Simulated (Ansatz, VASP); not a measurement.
**Ti: VASP beside Ansatz**

Contents of INCAR:

```
PREC = Accurate
ENCUT = 520
EDIFF = 1E-6
ISMEAR = -1
SIGMA = 0.05
LREAL = False
LASPH = True
NELM = 100
ALGO = Normal
ISIF = 2
LWAVE = False
LCHARG = False
GGA = PS
NBANDS = 19
```

The input KPOINTS:

```
regular mesh
0
Gamma
  14 14 8
```

POSCAR

```
Ti
1.0
    2.8909979032      0.0000000000      0.0000000000
   -1.4454989516      2.5036776264      0.0000000000
    0.0000000000      0.0000000000      4.6860000000
Ti
2
Direct
    0.3333333333      0.6666666667      0.2500000000
    0.6666666667      0.3333333333      0.7500000000
```

Input for Ansatz:

```yaml
crystal:
  lattice:
    - [2.8909979032, 0.0, 0.0]
    - [-1.4454989516, 2.5036776264, 0.0]
    - [0.0, 0.0, 4.686]
  atoms:
    - { symbol: Ti, position: [0.3333333333, 0.6666666667, 0.25] }
    - { symbol: Ti, position: [0.6666666667, 0.3333333333, 0.75] }
kpoints:
  mp_grid: { grid: [14, 14, 8] }
  band_path:
    path:
      - [0.0, 0.0, 0.0]
      - [0.5, 0.0, 0.0]
      - [0.3333333333, 0.3333333333, 0.0]
      - [0.0, 0.0, 0.0]
      - [0.0, 0.0, 0.5]
      - [0.5, 0.0, 0.5]
      - [0.3333333333, 0.3333333333, 0.5]
      - [0.0, 0.0, 0.5]
      - [0.5, 0.0, 0.5]
    npoints: 5
scf:
  occupations: { method: fermi_dirac, width: 0.05 }
hamiltonian:
  xc: pbesol
  pseudopotentials: { kind: all_electron, lapw: { basis_error: 0.00025 } }
output:
  forces: true
  stress: true
  eigenvalues: true
```

Change from the starting cell: equal xx and yy strain of -2 %.

Alike in both runs: task single point; functional PBEsol; k mesh 14 × 14 × 8; occupations fermi-dirac, width 0.05 eV; no spin polarisation.

|  | VASP | Ansatz |
| --- | --- | --- |
| version | VASP 6.6.1 | Ansatz 0.2.0 |
| potentials or method | VASP PAW PBE potentials, release 64 (Ti_sv), cutoff 520 eV | all-electron LAPW, scalar-relativistic |

Ansatz gave:

- pressure (GPa): -1.6
- traceless stress, the component that is largest in VASP (GPa): -1.83

**Question.** What did VASP give for the same quantities?

**Answer.** Pressure (GPa): -1.9; traceless stress, the component that is largest in VASP (GPa): -1.82.

VASP's potentials were made for PBE, not for PBEsol. Ansatz ran all-electron here, and VASP with PAW potentials.
